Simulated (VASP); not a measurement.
# SiO2: single point with PBEsol

Crystal: SiO2.

```
Si O
1.0
    -2.83790    2.83790    5.66021
     2.83790   -2.83790    5.66021
     2.83790    2.83790   -5.66021
Si O
4 8
Direct
  0.87500 0.26362 0.88862
  0.01362 0.62500 0.88862
  0.73638 0.12500 0.11138
  0.37500 0.98638 0.11138
  0.63373 0.13373 0.50000
  0.46788 0.96788 0.93575
  0.03212 0.53212 0.06425
  0.11627 0.11627 0.00000
  0.88373 0.88373 0.00000
  0.86627 0.36627 0.50000
  0.28212 0.71788 0.00000
  0.71788 0.28212 0.00000
```

```
Program                : VASP 6.6.1
Task                   : single point
Functional             : PBEsol
Potentials or basis    : VASP PAW PBE potentials, release 64 (Si, O)
Cutoff                 : 520 eV
k mesh                 : 7 × 7 × 7
Occupations            : fermi-dirac, width 0.05 eV
Spin                   : no spin polarisation
Dipole correction      : no
Further INCAR settings : ALGO = Normal; EDIFF = 1e-06; NBANDS = 44
```

```
Pressure               : -1.8 GPa
Largest force          : 0.150 eV/Å
Band gap on the k mesh : 4.82 eV
```

Forces in eV/Å, atoms in the order of the input:
```
Si   0.006  0.000  0.000
Si   0.000  0.006  0.000
Si   0.000 -0.006  0.000
Si  -0.006  0.000  0.000
O    0.000  0.000  0.024
O    0.106  0.106  0.000
O   -0.106 -0.106  0.000
O    0.000  0.000 -0.024
O    0.000  0.000  0.024
O    0.000  0.000 -0.024
O    0.106 -0.106  0.000
O   -0.106  0.106  0.000
```

Stress tensor (GPa, compression positive):
```
-1.53  0.00  0.00
 0.00 -1.53  0.00
 0.00  0.00 -2.42
```

Levels at points of the mesh, in eV from the valence-band top:
| k point | band 28 | band 29 | band 30 | band 31 | band 32 | band 33 | band 34 | band 35 | band 36 | band 37 |
| --- | --- | --- | --- | --- | --- | --- | --- | --- | --- | --- |
| (0.00, 0.00, 0.00) | -1.48 | -0.67 | -0.67 | -0.25 | 0.00 | 4.82 | 7.15 | 7.16 | 8.79 | 8.79 |

Wall time 19 min on 1 thread of Intel Xeon 8259CL (shared host), peak memory 0.5 GiB.

Caveat: the PAW data sets were made with another functional, which shifts forces and pressure a little; an odd mesh through Γ misses points on the zone boundary, where band edges can lie.
